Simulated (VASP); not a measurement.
# Cs2VO2 (I4/mmm) in VASP: single point with r2SCAN

Aim: the single point of Cs2VO2 with r2SCAN.

All numbers are computed with VASP 6.6.1; they aren't measurements. Logs are shortened: lines on timing, memory, paths and dates and some standing lists are left out, and cuts for length are marked.

### Step 1. The cell of the first run

The structure is tetragonal, space group I4/mmm (No. 139). Conventional cell: a = 4.137 Å, b = 4.137 Å, c = 15.433 Å, α = 90.00°, β = 90.00°, γ = 90.00°. Cs (site symmetry 4mm) has 5 O at 3.01 to 3.49 Å and 4 V at 3.83 Å within 4.0 Å. O (site symmetry 4mm) has 1 V at 1.75 Å within 2.3 Å. Within 2.3 Å of V (site symmetry 4/mmm) lie 2 O at 1.75 Å.

### Step 2. Single point, r2SCAN

Contents of POSCAR:

```
Cs2VO2
1.0
    0.0000000000      4.1369957871      0.0000000000
    4.1369957871      0.0000000000      0.0000000000
    2.0684978935      2.0684978935     -7.7166874300
Cs O V
2 2 1
Direct
    0.3395271895      0.3395271895      0.3209456209
    0.6604728105      0.6604728105      0.6790543791
    0.1132343246      0.1132343246      0.7735313509
    0.8867656754      0.8867656754      0.2264686491
    0.0000000000      0.0000000000      0.0000000000
```

Contents of INCAR.step1:

```
PREC = Accurate ; ENCUT = 520
ISMEAR = -1 ; SIGMA = 0.1153
LREAL = F ; LASPH = T
NELM = 100 ; NBANDS = 30
GGA = PE ; ALGO = Normal
EDIFF = 1E-4 ; LWAVE = T
LCHARG = F
```

Contents of INCAR.step2:

```
PREC = Accurate ; ENCUT = 520
EDIFF = 1E-6 ; ISMEAR = -1
SIGMA = 0.1153 ; LREAL = F
LASPH = T ; NELM = 100
ALGO = Normal ; ISIF = 2
LWAVE = F ; LCHARG = F
METAGGA = R2SCAN ; LMIXTAU = T
NBANDS = 30 ; ISTART = 1
```

Contents of KPOINTS:

```
regular mesh
0
Gamma
  7 7 7
```

Potentials or basis: VASP PAW PBE potentials, release 64 (Cs_sv, O, V_sv).

Launch:

```bash
cat potpaw_PBE.64/Cs_sv/POTCAR potpaw_PBE.64/O/POTCAR potpaw_PBE.64/V_sv/POTCAR > POTCAR
cp INCAR.step1 INCAR
mpirun -np 1 vasp_std > vasp.out
cp INCAR.step2 INCAR
mpirun -np 1 vasp_std > vasp.out
```

OUTCAR:

```text
PREC = Accurate
   ENCUT = 520
   EDIFF = 1E-6
   ISMEAR = -1
   LREAL = F
   LASPH = T
   NELM = 100
   ISIF = 2
   METAGGA = R2SCAN
   ISTART = 1

 ion  position               nearest neighbor table
   1  0.340  0.340  0.321-
   2  0.660  0.660  0.679-
   3  0.113  0.113  0.774-   5 1.75
   4  0.887  0.887  0.226-   5 1.75
   5  0.000  0.000  0.000-   3 1.75   4 1.75

  LATTYP: Found a body centered tetragonal cell.
 ALAT       =     4.1369957871
 C/A-ratio  =     3.7305754355

  Lattice vectors:

 A1 = (  -2.0684978935,   2.0684978936,   7.7166874300)
 A2 = (   2.0684978936,  -2.0684978935,   7.7166874300)
 A3 = (   2.0684978935,   2.0684978935,  -7.7166874300)

Analysis of symmetry for initial positions (statically):
=====================================================================
 Subroutine PRICEL returns:
 Original cell was already a primitive cell.

 Routine SETGRP: Setting up the symmetry group for a
 body centered tetragonal supercell.

 Subroutine GETGRP returns: Found 16 space group operations
 (whereof 16 operations were pure point group operations)
 out of a pool of 16 trial point group operations.

The static configuration has the point symmetry D_4h.

Analysis of symmetry for dynamics (positions and initial velocities):
=====================================================================
 Subroutine PRICEL returns:
 Original cell was already a primitive cell.

 Routine SETGRP: Setting up the symmetry group for a
 body centered tetragonal supercell.

 Subroutine GETGRP returns: Found 16 space group operations
 (whereof 16 operations were pure point group operations)
 out of a pool of 16 trial point group operations.

The dynamic configuration has the point symmetry D_4h.

 Subroutine INISYM returns: Found 16 space group operations
 (whereof 16 operations are pure point group operations),
 and found     1 'primitive' translations

----------------------------------------------------------------------------------------

                                     Primitive cell

  volume of cell :     132.0691

  direct lattice vectors                    reciprocal lattice vectors
     0.000000000  4.136995787  0.000000000     0.000000000  0.241721300  0.064794642
     4.136995787  0.000000000  0.000000000     0.241721300  0.000000000  0.064794642
     2.068497894  2.068497894 -7.716687430     0.000000000  0.000000000 -0.129589284

  length of vectors
     4.136995787  4.136995787  8.252553057     0.250254935  0.250254935  0.129589284

  position of ions in fractional coordinates (direct lattice)
     0.339527189  0.339527189  0.320945621
     0.660472810  0.660472810  0.679054379
     0.113234325  0.113234325  0.773531351
     0.886765675  0.886765675  0.226468649
     0.000000000  0.000000000  0.000000000

  ion indices of the primitive-cell ions
   primitive index   ion index
                 1           1
                 2           2
                 3           3
                 4           4
                 5           5

----------------------------------------------------------------------------------------

 KPOINTS: regular mesh

Automatic generation of k-mesh.
 Grid dimensions read from file:
 generate k-points for:    7    7    7

 Generating k-lattice:

  Cartesian coordinates                     Fractional coordinates (reciprocal lattice)
     0.000000000  0.034531614  0.009256377     0.142857143  0.000000000  0.000000000
     0.034531614  0.000000000  0.009256377     0.000000000  0.142857143  0.000000000
     0.000000000  0.000000000 -0.018512755     0.000000000  0.000000000  0.142857143

  Length of vectors
     0.035750705  0.035750705  0.018512755

  Shift w.r.t. Gamma in fractional coordinates (k-lattice)
     0.000000000  0.000000000  0.000000000

 Subroutine IBZKPT returns following result:
 ===========================================

 Found     40 irreducible k-points:

 Following reciprocal coordinates:
            Coordinates               Weight
  0.000000  0.000000  0.000000      1.000000
  0.142857  0.000000 -0.000000      8.000000
  0.285714  0.000000 -0.000000      8.000000
  0.428571  0.000000 -0.000000      8.000000
  0.142857  0.142857 -0.000000      8.000000
  0.285714  0.142857 -0.000000     16.000000
[... 16 lines left out ...]
  0.285714  0.285714  0.142857      8.000000
  0.428571  0.285714  0.142857     16.000000
 [... further k-points ...]
   k-points           NKPTS =     40   k-points in BZ     NKDIM =     40   number of bands    NBANDS=     30
   number of dos      NEDOS =    301   number of ions     NIONS =      5
   total plane-waves  NPLWV =  65536
   dimension x,y,z NGX =    32 NGY =   32 NGZ =   64
   dimension x,y,z NGXF=    64 NGYF=   64 NGZF=  128
   ions per type =               2   2   1
   NGX,Y,Z   is equivalent  to a cutoff of  12.86, 12.86, 12.89 a.u.
   NGXF,Y,Z  is equivalent  to a cutoff of  25.72, 25.72, 25.79 a.u.
 SYSTEM =  unknown system
   PREC   = accura    normal or accurate (medium, high low for compatibility)
   ISTART =      1    job   : 0-new  1-cont  2-samecut
   ICHARG =      0    charge: 1-file 2-atom 10-const
   ISPIN  =      1    spin polarized calculation?
   LNONCOLLINEAR =      F non collinear calculations
   LSORBIT =      F    spin-orbit coupling
   LASPH  =      T    aspherical Exc in radial PAW
   ENCUT  =  520.0 eV  38.22 Ry    6.18 a.u.   7.69  7.69 15.34*2*pi/ulx,y,z
   NELM   =    100;   NELMIN=  2; NELMDL=  0     # of ELM steps
   EDIFF  = 0.1E-05   stopping-criterion for ELM
   LREAL  =      F    real-space projection
   EDIFFG = 0.1E-04   stopping-criterion for IOM
   NSW    =      0    number of steps for IOM
   IBRION =     -1    ionic relax: 0-MD 1-quasi-New 2-CG
   NFREE  =      0    steps in history (QN), initial steepest desc. (CG)
   ISIF   =      2    stress and relaxation
   ISYM   =      2    0-nonsym 1-usesym 2-fastsym
   POTIM  = 0.5000    time-step for ionic-motion
   TEBEG  =    0.0;   TEEND  =   0.0 temperature during run
   PSTRESS=    0.0 pullay stress
   NELECT =      43.0000    total number of electrons
   NUPDOWN=      -1.0000    fix difference up-down
   EMIN   =  10.00;   EMAX   =-10.00  energy-range for DOS
   EFERMI =   0.00;   METHOD = LEGACY
   ISMEAR =    -1;   SIGMA  =   0.12  broadening in eV -4-tet -1-fermi 0-gaus
   EFERMI_NEDOS =   21; number of points for ismear=-14 and -15
   IALGO  =     38    algorithm
   IMIX   =      4    mixing-type and parameters
     AMIX     =   0.40;   BMIX     =  1.00
     AMIX_MAG =   1.60;   BMIX_MAG =  1.00
  volume/ion in A,a.u.               =      26.41       178.25
  Fermi-wavevector in a.u.,A,eV,Ry     =   1.126239  2.128283 17.257829  1.268415
  Thomas-Fermi vector in A             =   2.262920
   LORBIT       =      0    0 simple, 1 ext, 2 COOP (PROOUT), +10 PAW based schemes
   METAGGA = R2SCAN    functional components
   LHFCALC =     F    Hartree Fock is set to
   AEXX    =    0.0000 exact exchange contribution
   IVDW    =     0    specifies the selected vdW correction
   LEPSILON=     F    determine dielectric tensor
   LRPA    =     F    only Hartree local field effects (RPA)
 non-spin polarized calculation
  energy-cutoff  :      520.00
  volume of cell :      132.07
 maximum number of plane-waves:      3585
   NGX = 15   NGY = 15   NGZ = 31

 number of electron      42.9999992 magnetization

 Free energy of the ion-electron system (eV)
  ---------------------------------------------------
  ext. energy  EPLUGINS =         0.00000000
  ---------------------------------------------------
  free energy    TOTEN  =       -82.89196512 eV

  energy without entropy =      -82.78477984  energy(sigma->0) =      -82.83837248

 E-fermi :   3.0087     XC(G=0):  -9.2120

 val. band max:        2.7432169848   @ k =  -0.4286   0.2857  -0.0000
 cond. band min:       3.0731006879   @ k =  -0.4286   0.4286   0.0000
 fundamental gap:      0.3298837030
 Fermi energy:         3.0087066559

 k-point     1 :       0.0000    0.0000    0.0000
  band No.  band energies     occupation
      1     -64.4483      2.00000
      2     -37.5444      2.00000
      3     -37.0625      2.00000
      4     -37.0624      2.00000
      5     -20.3199      2.00000
      6     -20.0926      2.00000
[... 22 lines left out ...]
     29       7.4733      0.00000
     30       8.4648      0.00000

 k-point     2 :       0.1429    0.0000   -0.0000
  band No.  band energies     occupation
      1     -64.4483      2.00000
      2     -37.5443      2.00000
      3     -37.0631      2.00000
      4     -37.0624      2.00000
      5     -20.2880      2.00000
      6     -20.0828      2.00000
[... 22 lines left out ...]
     29       7.6600      0.00000
     30       8.0099      0.00000

 k-point     3 :       0.2857    0.0000   -0.0000
  band No.  band energies     occupation
      1     -64.4482      2.00000
      2     -37.5442      2.00000
      3     -37.0646      2.00000
      4     -37.0623      2.00000
      5     -20.2088      2.00000
      6     -20.0663      2.00000
[... 22 lines left out ...]
     29       7.7626      0.00000
     30       8.1337      0.00000

 k-point     4 :       0.4286    0.0000   -0.0000
  band No.  band energies     occupation
      1     -64.4482      2.00000
      2     -37.5441      2.00000
      3     -37.0658      2.00000
      4     -37.0623      2.00000
      5     -20.1235      2.00000
      6     -20.0724      2.00000
[... 22 lines left out ...]
     29       8.1396      0.00000
     30       8.5896      0.00000

 k-point     5 :       0.1429    0.1429   -0.0000
  band No.  band energies     occupation
      1     -64.4482      2.00000
      2     -37.5443      2.00000
      3     -37.0631      2.00000
      4     -37.0631      2.00000
      5     -20.2574      2.00000
      6     -20.0741      2.00000
[... 22 lines left out ...]
     29       7.8244      0.00000
     30       7.8394      0.00000
[... 526 lines left out ...]
     29       7.9346      0.00000
     30       8.1597      0.00000

 k-point    22 :      -0.1429    0.0000    0.1429
  band No.  band energies     occupation
      1     -64.4483      2.00000
      2     -37.5443      2.00000
      3     -37.0631      2.00000
      4     -37.0624      2.00000
      5     -20.2838      2.00000
      6     -20.0869      2.00000
[... 22 lines left out ...]
     29       7.4357      0.00000
     30       7.9281      0.00000

 k-point    23 :       0.2857    0.2857    0.1429
  band No.  band energies     occupation
      1     -64.4481      2.00000
      2     -37.5440      2.00000
      3     -37.0645      2.00000
      4     -37.0645      2.00000
      5     -20.1282      2.00000
      6     -20.0371      2.00000
[... 22 lines left out ...]
     29       7.1693      0.00000
     30       7.9861      0.00000

 k-point    24 :       0.4286    0.2857    0.1429
  band No.  band energies     occupation
      1     -64.4481      2.00000
      2     -37.5439      2.00000
      3     -37.0657      2.00000
      4     -37.0644      2.00000
      5     -20.0678      2.00000
      6     -20.0350      2.00000
[... 22 lines left out ...]
     29       7.5237      0.00000
     30       8.0124      0.00000

 [... further k-points ...]
[... 5 lines left out ...]
  --------------------------------------------------------------------------------------
  -------------------------------------------------------------------------------------
  Total        0.1027206      0.1027206      0.6379405      0.0000000      0.0000000      0.0000000
  in kB        1.2461403      1.2461403      7.7390867      0.0000000      0.0000000      0.0000000
  external PRESSURE =       3.4104558 kB  Pullay stress =       0.0000000 kB

 VOLUME and BASIS-vectors are now :
 -----------------------------------------------------------------------------
  energy-cutoff  :      520.00
  volume of cell :      132.07
      direct lattice vectors                 reciprocal lattice vectors
     0.000000000  4.136995787  0.000000000     0.000000000  0.241721300  0.064794642
     4.136995787  0.000000000  0.000000000     0.241721300  0.000000000  0.064794642
     2.068497894  2.068497894 -7.716687430     0.000000000  0.000000000 -0.129589284

 POSITION                                       TOTAL-FORCE (eV/Angst)
 -----------------------------------------------------------------------------------
      2.06850      2.06850     -2.47664        -0.000000     -0.000000     -0.018347
      4.13700      4.13700     -5.24005         0.000000      0.000000      0.018347
      2.06850      2.06850     -5.96910         0.000000      0.000000      0.180592
      4.13700      4.13700     -1.74759        -0.000000     -0.000000     -0.180592
      0.00000      0.00000      0.00000        -0.000000     -0.000000      0.000000
 -----------------------------------------------------------------------------------
    total drift:                                0.000000      0.000000     -0.000000

  FREE ENERGIE OF THE ION-ELECTRON SYSTEM (eV)
  ---------------------------------------------------
  free  energy   TOTEN  =       -82.8919651244 eV

  energy  without entropy=      -82.7847798429  energy(sigma->0) =      -82.83837248
```

Wall time 9.5 min (1 thread of AMD EPYC 9R45 (Zen 5), shared host); peak memory 0.33 GiB.

What came out:

```
Free energy   : -82.8920 eV
Pressure      : 0.3 GPa
Largest force : 0.181 eV/Å
```

Forces on the atoms (eV/Å):
```
Cs   0.000  0.000 -0.018
Cs   0.000  0.000  0.018
O    0.000  0.000  0.181
O    0.000  0.000 -0.181
V    0.000  0.000  0.000
```

Caveat: the PAW data sets were made with another functional, which shifts forces and pressure a little; spin-orbit coupling is left out, which moves the levels of the heavy elements; an odd number of electrons without spin polarisation forces a metal; a magnetic or distorted state may lie lower; the run has no spin polarisation, though such a crystal can be magnetic. With open d or f shells a metallic result of r2SCAN can be an artefact of self-interaction; +U or a hybrid may open a gap.
